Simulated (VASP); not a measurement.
Set up this calculation in VASP 6.6.1, as the native input.

```
Task                   : single point
Functional             : LDA
Potentials or basis    : VASP PAW LDA potentials, release 64 (Ca_sv, Y_sv)
Cutoff                 : 520 eV
k mesh                 : 9 × 9 × 5
Occupations            : fermi-dirac, width 0.1 eV
Spin                   : collinear spin
Starting moments       : [0.0, 1.2] μB
Fixed moment           : 1.2 μB
Dipole correction      : no
Further INCAR settings : ALGO = Normal; EDIFF = 1e-06; NBANDS = 22
```

The structure of CaY lies in POSCAR:

```
CaY
1.0
    1.9766574348     -2.9332380000      0.0000000000
    1.9766574348      2.9332380000      0.0000000000
   -0.0302115573      0.0000000000      6.1761332710
Ca Y
1 1
Direct
    0.0000000000      0.0000000000      0.0000000000
    0.5000000000      0.5000000000      0.5000000000
```

The input as run:

INCAR

```
PREC = Accurate
ENCUT = 520
EDIFF = 1E-6
ISMEAR = -1
SIGMA = 0.1
LREAL = F
LASPH = T
NELM = 150
ALGO = Normal
ISIF = 2
LWAVE = F
LCHARG = T
ISPIN = 2
MAGMOM = 0 1.2
LORBIT = 11
NUPDOWN = 1.2
LMAXMIX = 4
GGA = CA
LELF = T
LVHAR = T
NBANDS = 22
```

KPOINTS

```
regular mesh
0
Gamma
  9 9 5
```

Potentials or basis: VASP PAW LDA potentials, release 64 (Ca_sv, Y_sv).

Run with:

```console
$ cat potpaw_LDA.64/Ca_sv/POTCAR potpaw_LDA.64/Y_sv/POTCAR > POTCAR
$ mpirun -np 1 vasp_std > vasp.out
```

Results of the run:

```
Pressure                                              : -2.0 GPa
Net moment                                            : 1.20 μB per cell
Site moments                                          : Ca +0.09; Y +0.49 μB
Valence electrons inside the program's atomic spheres : Ca 8.13; Y 9.36
```

Caveat: the total moment is fixed, so each spin has its own Fermi level and the state may be an excited one.

Run time: 2.4 min on 1 thread of Intel(R) Xeon(R) 6975P-C (Granite Rapids), on a shared host, peak memory 0.4 GiB.
